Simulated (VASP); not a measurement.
# Se (R-3m) in VASP: density of states with PBE

Aim: the density of states of Se with PBE.

Everything below comes from runs of VASP 6.6.1. Logs are shortened: lines on timing, memory, paths and dates and some standing lists are left out, and cuts for length are marked.

### 1 The cell of the first run

The typed cell holds 2 atoms: a = 2.950 Å, b = 2.950 Å, c = 2.950 Å, α = 59.96°, β = 59.96°, γ = 59.96°.

### 2 Density of states, PBE (volume scaled by 0.4)

Contents of POSCAR:

```
Se
1.0
    1.4742787614     -0.8511752398      2.4097320053
    0.0000000000      1.7023504796      2.4097320053
   -1.4742787614     -0.8511752398      2.4097320053
Se
2
Direct
    0.2500000000      0.2500000000      0.2500000000
   -0.2500000000     -0.2500000000     -0.2500000000
```

Contents of INCAR.step1:

```
SYSTEM = Se
ALGO = Normal
EDIFF = 1E-7
ENCUT = 520
GGA = PE
ISIF = 2
ISMEAR = -1
LASPH = .TRUE.
LCHARG = .TRUE.
LREAL = .FALSE.
LWAVE = .FALSE.
NBANDS = 13
NELM = 100
PREC = Accurate
SIGMA = 0.08
```

Contents of KPOINTS.step1:

```
k-points
0
G
  13 13 13
  0 0 0
```

Contents of INCAR.step2:

```
SYSTEM = Se
ALGO = Normal
EDIFF = 1E-7
ENCUT = 520
GGA = PE
ICHARG = 11
ISIF = 2
ISMEAR = -5
LASPH = .TRUE.
LCHARG = .FALSE.
LORBIT = 10
LREAL = .FALSE.
LWAVE = .FALSE.
NBANDS = 13
NEDOS = 1001
NELM = 100
PREC = Accurate
SIGMA = 0.08
```

Contents of KPOINTS.step2:

```
k-points
0
G
  20 20 20
  0 0 0
```

Potentials or basis: VASP PAW PBE potentials, release 64 (Se).

Command:

```
$ cat potpaw_PBE.64/Se/POTCAR > POTCAR
$ cp INCAR.step1 INCAR
$ cp KPOINTS.step1 KPOINTS
$ mpirun -np 1 vasp_std > vasp.out
$ cp INCAR.step2 INCAR
$ cp KPOINTS.step2 KPOINTS
$ mpirun -np 1 vasp_std > vasp.out
```

OUTCAR:

```text
SYSTEM = Se
   EDIFF = 1E-7
   ENCUT = 520
   GGA = PE
   ICHARG = 11
   ISIF = 2
   ISMEAR = -5
   LASPH = .TRUE.
   LORBIT = 10
   LREAL = .FALSE.
   NELM = 100
   PREC = Accurate

 ion  position               nearest neighbor table
   1  0.250  0.250  0.250-   2 2.09   2 2.09   2 2.09   2 2.09   2 2.09   2 2.09
   2  0.750  0.750  0.750-   1 2.09   1 2.09   1 2.09   1 2.09   1 2.09   1 2.09

  LATTYP: Found a trigonal (rhomboedric) cell.
 ALAT       =     2.9503907356
 COS(alpha) =     0.5006211527

  Lattice vectors:

 A1 = (   1.4742787614,  -0.8511752398,   2.4097320053)
 A2 = (   0.0000000000,   1.7023504796,   2.4097320053)
 A3 = (  -1.4742787614,  -0.8511752398,   2.4097320053)

Analysis of symmetry for initial positions (statically):
=====================================================================
 Subroutine PRICEL returns following result:

  LATTYP: Found a trigonal (rhomboedric) cell.
 ALAT       =     2.0855932584
 COS(alpha) =     0.0006215388

  Lattice vectors:

 A1 = (   1.4742787614,   0.8511752398,   1.2048660027)
 A2 = (  -1.4742787614,   0.8511752398,   1.2048660026)
 A3 = (   0.0000000000,  -1.7023504796,   1.2048660027)

   2 primitive cells build up your supercell.

 Routine SETGRP: Setting up the symmetry group for a
 trigonal (rhombohedral) supercell.

 Subroutine GETGRP returns: Found 12 space group operations
 (whereof 12 operations were pure point group operations)
 out of a pool of 12 trial point group operations.

The static configuration has the point symmetry D_3d.

Analysis of symmetry for dynamics (positions and initial velocities):
=====================================================================
 Subroutine PRICEL returns following result:

  LATTYP: Found a trigonal (rhomboedric) cell.
 ALAT       =     2.0855932584
 COS(alpha) =     0.0006215388

  Lattice vectors:

 A1 = (   1.4742787614,   0.8511752398,   1.2048660027)
 A2 = (  -1.4742787614,   0.8511752398,   1.2048660026)
 A3 = (   0.0000000000,  -1.7023504796,   1.2048660027)

   2 primitive cells build up your supercell.

 Routine SETGRP: Setting up the symmetry group for a
 trigonal (rhombohedral) supercell.

 Subroutine GETGRP returns: Found 12 space group operations
 (whereof 12 operations were pure point group operations)
 out of a pool of 12 trial point group operations.

[... 106 lines left out ...]
   ISIF   =      2    stress and relaxation
   ISYM   =      2    0-nonsym 1-usesym 2-fastsym
   POTIM  = 0.5000    time-step for ionic-motion
   TEBEG  =    0.0;   TEEND  =   0.0 temperature during run
   PSTRESS=    0.0 pullay stress
   NELECT =      12.0000    total number of electrons
   NUPDOWN=      -1.0000    fix difference up-down
   EMIN   =  10.00;   EMAX   =-10.00  energy-range for DOS
   EFERMI =   0.00;   METHOD = LEGACY
   ISMEAR =    -5;   SIGMA  =   0.08  broadening in eV -4-tet -1-fermi 0-gaus
   EFERMI_NEDOS =   21; number of points for ismear=-14 and -15
   IALGO  =     38    algorithm
   IMIX   =      4    mixing-type and parameters
     AMIX     =   0.40;   BMIX     =  1.00
     AMIX_MAG =   1.60;   BMIX_MAG =  1.00
  volume/ion in A,a.u.               =       9.07        61.22
  Fermi-wavevector in a.u.,A,eV,Ry     =   1.426360  2.695429 27.681079  2.034502
  Thomas-Fermi vector in A             =   2.546645
   LORBIT       =     10    0 simple, 1 ext, 2 COOP (PROOUT), +10 PAW based schemes
   GGA     = PE    functional components
   LHFCALC =     F    Hartree Fock is set to
   AEXX    =    0.0000 exact exchange contribution
   IVDW    =     0    specifies the selected vdW correction
   LEPSILON=     F    determine dielectric tensor
   LRPA    =     F    only Hartree local field effects (RPA)
 non-spin polarized calculation
 Fermi weights with tetrahedron method with Bloechl corrections
  energy-cutoff  :      520.00
  volume of cell :       18.14
 maximum number of plane-waves:       531
 NGX is ok and might be reduce to    24

 number of electron      12.0000000 magnetization

 Free energy of the ion-electron system (eV)
  ---------------------------------------------------
  ext. energy  EPLUGINS =         0.00000000
  ---------------------------------------------------
  free energy    TOTEN  =         9.54547745 eV

  energy without entropy =        9.54547745  energy(sigma->0) =        9.54547745

 E-fermi :  20.3868     XC(G=0): -14.4959

 val. band max:       20.6536902273   @ k =   0.4000   0.2000   0.0500
 cond. band min:      20.2895457840   @ k =   0.3000   0.1000   0.1000
 fundamental gap:     -0.3641444432
 Fermi energy:        20.3867927872

 k-point     1 :       0.0000    0.0000    0.0000
  band No.  band energies     occupation
      1      -8.4723      2.00000
      2      12.9127      2.00000
      3      12.9404      2.00000
      4      12.9404      2.00000
      5      18.6512      2.00000
      6      21.8637      0.00000
      7      21.8905      0.00000
      8      21.8905      0.00000
      9      24.1672      0.00000
     10      24.1672      0.00000
     11      24.1734      0.00000
     12      26.3878      0.00000
     13      26.7940      0.00000
[... 354 lines left out ...]
  band No.  band energies     occupation
      1      -4.9573      2.00000
      2       1.7647      2.00000
      3      11.8425      2.00000
      4      14.2619      2.00000
      5      15.0141      2.00000
      6      16.6346      2.00000
      7      19.0719      2.00000
      8      20.8450     -0.06605
      9      27.4827      0.00000
     10      28.1819      0.00000
     11      31.2308      0.00000
     12      36.7781      0.00000
     13      39.2773      0.00000

 [... further k-points ...]
[... 5 lines left out ...]
  --------------------------------------------------------------------------------------
  -------------------------------------------------------------------------------------
  Total       45.7467602     45.7467602     45.7850349     -0.0000000     -0.0000000      0.0000000
  in kB     4039.7299869   4039.7299874   4043.1098885     -0.0000000     -0.0000000      0.0000000
  external PRESSURE =    4040.8566209 kB  Pullay stress =       0.0000000 kB

 VOLUME and BASIS-vectors are now :
 -----------------------------------------------------------------------------
  energy-cutoff  :      520.00
  volume of cell :       18.14
      direct lattice vectors                 reciprocal lattice vectors
     1.474278761 -0.851175240  2.409732005     0.339148886 -0.195807701  0.138327969
     0.000000000  1.702350480  2.409732005     0.000000000  0.391615402  0.138327969
    -1.474278761 -0.851175240  2.409732005    -0.339148886 -0.195807701  0.138327969

 POSITION                                       TOTAL-FORCE (eV/Angst)
 -----------------------------------------------------------------------------------
      0.00000      0.00000      1.80730        -0.000000     -0.000000      0.000000
      0.00000      0.00000      5.42190         0.000000      0.000000      0.000000
 -----------------------------------------------------------------------------------
    total drift:                               -0.000000     -0.000000      0.000000

  FREE ENERGIE OF THE ION-ELECTRON SYSTEM (eV)
  ---------------------------------------------------
  free  energy   TOTEN  =         9.5454774459 eV

  energy  without entropy=        9.5454774459  energy(sigma->0) =        9.54547745

 total charge

# of ion       s       p       d       tot
------------------------------------------
    1        1.538   2.726   0.725   4.989
    2        1.538   2.726   0.725   4.989
--------------------------------------------------
tot          3.076   5.452   1.450   9.978
```

It took 56 s on 1 thread of Intel Xeon 6975P-C (Granite Rapids), shared host; peak memory 0.27 GiB.

What came out:

| Item | Value |
| --- | --- |
| Valence electrons inside the program's atomic spheres | Se 4.99 |

Caveat: tetrahedron occupations give inexact forces and stress in metals.
